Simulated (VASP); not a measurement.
Wanted: the native input for a VASP 6.6.1 run.

* Task: relaxation of cell and atoms
* Functional: PBE
* Potentials or basis: VASP PAW PBE potentials, release 64 (Zr_sv, Te, Se)
* Cutoff: 600 eV
* k mesh: 12 × 12 × 6
* Occupations: gaussian, width 0.1 eV
* Spin: no spin polarisation
* Dipole correction: no
* Further INCAR settings: ALGO = Normal; EDIFF = 1e-06; IBRION = 2; EDIFFG = -0.01; NSW = 100; ISIF = 3

The structure of Zr2TeSe lies in POSCAR:

```
Zr2TeSe
1.0
    3.6598382271      0.0000000000      0.0000000000
   -1.8299191135      3.1695128784      0.0000000000
    0.0000000000      0.0000000000      7.7319318420
Zr Te Se
2 1 1
Direct
    0.3333333333      0.6666666667      0.7701077686
    0.6666666667      0.3333333333      0.2298922314
    0.0000000000      0.0000000000      0.5000000000
    0.0000000000      0.0000000000      0.0000000000
```

The cell was generated, and may not be a known phase.

These files were run (other wordings do the same):

INCAR

```
PREC = Accurate ; ENCUT = 600
EDIFF = 1E-6 ; ISMEAR = 0
SIGMA = 0.1 ; LREAL = False
LASPH = True ; NELM = 100
ALGO = Normal ; ISIF = 3
LWAVE = False ; LCHARG = False
GGA = PE ; IBRION = 2
NSW = 100 ; EDIFFG = -0.01
```

KPOINTS

```
Automatic mesh
0
Gamma
  12 12 6
```

Potentials or basis: VASP PAW PBE potentials, release 64 (Zr_sv, Te, Se).

Command:

```bash
$ cat potpaw_PBE.64/Zr_sv/POTCAR potpaw_PBE.64/Te/POTCAR potpaw_PBE.64/Se/POTCAR > POTCAR
$ mpirun -np 1 vasp_std > vasp.out
```

It gave:

```
Relaxed volume                        : 22.44 Å³/atom
Relaxed cell                          : a = 3.664 Å, b = 3.664 Å, c = 7.721 Å, α = 90.00°, β = 90.00°, γ = 120.00°
Space group after relaxing (to 0.1 Å) : P-3m1 (No. 164)
Energy gained by relaxing             : 0.0 meV/atom
Ionic steps                           : 8
Pressure after relaxing               : 0.0 GPa
Largest force after relaxing          : 0.005 eV/Å
Band gap on the k mesh                : zero (bands 18 and 19 overlap by 0.45 eV)
```

Caveat: spin-orbit coupling is left out, which moves the levels of the heavy elements.

Wall time 14 min on 1 thread of AMD EPYC 7R43 64-Core Processor (Zen 3), with other jobs on the host, peak memory 0.39 GiB.
